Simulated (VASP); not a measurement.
Write the native input for VASP 6.6.1 that does the following.

| Item | Value |
| --- | --- |
| Task | single point |
| Functional | LDA |
| Potentials or basis | VASP PAW LDA potentials, release 64 (Na_pv, S) |
| Cutoff | 500 eV |
| k mesh | 8 × 8 × 8 |
| Occupations | gaussian, width 0.01 eV |
| Spin | no spin polarisation |
| Dipole correction | no |
| Further INCAR settings | ALGO = Normal; EDIFF = 1e-06; NBANDS = 17 |

The structure of Na2S lies in POSCAR:

```
Na2S
1.0
    0.0000000000      3.1920045386      3.1920045386
    3.1920045386      0.0000000000      3.1920045386
    3.1920045386      3.1920045386      0.0000000000
Na S
2 1
Direct
    0.2500000000      0.2500000000      0.2500000000
    0.7500000000      0.7500000000      0.7500000000
    0.0000000000      0.0000000000      0.0000000000
```

One way to write it, as run:

INCAR

```
  PREC = Accurate
  ENCUT = 500
  EDIFF = 1E-6
  ISMEAR = 0
  SIGMA = 0.01
  LREAL = False
  LASPH = True
  NELM = 120
  ALGO = Normal
  ISIF = 2
  LWAVE = False
  LCHARG = False
  GGA = CA
  NBANDS = 17
  GGA_COMPAT = False
```

KPOINTS

```
regular mesh
0
Gamma
  8 8 8
```

Potentials or basis: VASP PAW LDA potentials, release 64 (Na_pv, S).

Run with:

```console
$ cat potpaw_LDA.64/Na_pv/POTCAR potpaw_LDA.64/S/POTCAR > POTCAR
$ mpirun -np 1 vasp_std > vasp.out
```

Results of the run:

```
Pressure               : 0.0 GPa
Band gap on the k mesh : 2.49 eV, direct
```

Run time: 54 s on 1 thread of Intel Xeon 8259CL (shared host), peak memory 0.17 GiB.
